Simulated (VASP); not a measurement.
Runs of VASP 6.6.1 on I. The structure is that of space group P4/mmm (No. 123), or close to it. The cells are those of the table. 

```csv
task,cell,k mesh,cutoff (eV),gap on the mesh (eV),pressure (GPa),relaxed volume (Å³/atom)
relaxation of cell and atoms,"relaxed from a = 2.545, b = 2.545, c = 6.223 Å, 1 atom",6 × 6 × 4,600,none,0.0,65.19
single point,"a = 2.545, b = 2.545, c = 6.223 Å, 1 atom",6 × 6 × 4,520,none,(a),-
single point,"a = 3.238, b = 3.238, c = 5.131 Å, 1 atom",6 × 6 × 4,520,none,0.1,-
relaxation of cell and atoms,"relaxed from a = 3.238, b = 3.238, c = 5.131 Å, 1 atom",18 × 18 × 12,600,none,0.0,53.75
single point,"a = 3.238, b = 3.238, c = 5.131 Å, 1 atom",18 × 18 × 12,520,none,0.0,-
```

Alike in all rows: level PBE; potentials or basis VASP PAW PBE potentials, release 64 (I); no spin polarisation; smearing gaussian 0.1 eV.

Problem. Fill in the values left out.

Solution. (a) 47.6.

Caveats: some runs use coarse meshes; spin-orbit coupling is left out, which moves the levels of the heavy elements; an odd number of electrons without spin polarisation forces a metal; a magnetic or distorted state may lie lower; the volume moved by over 15 % at a fixed basis, so the end points are rough (some runs).

A k mesh can miss the band edges, and the runs leave out spin-orbit coupling on I.

A gap of «none» marks levels without a gap at the run's occupations.
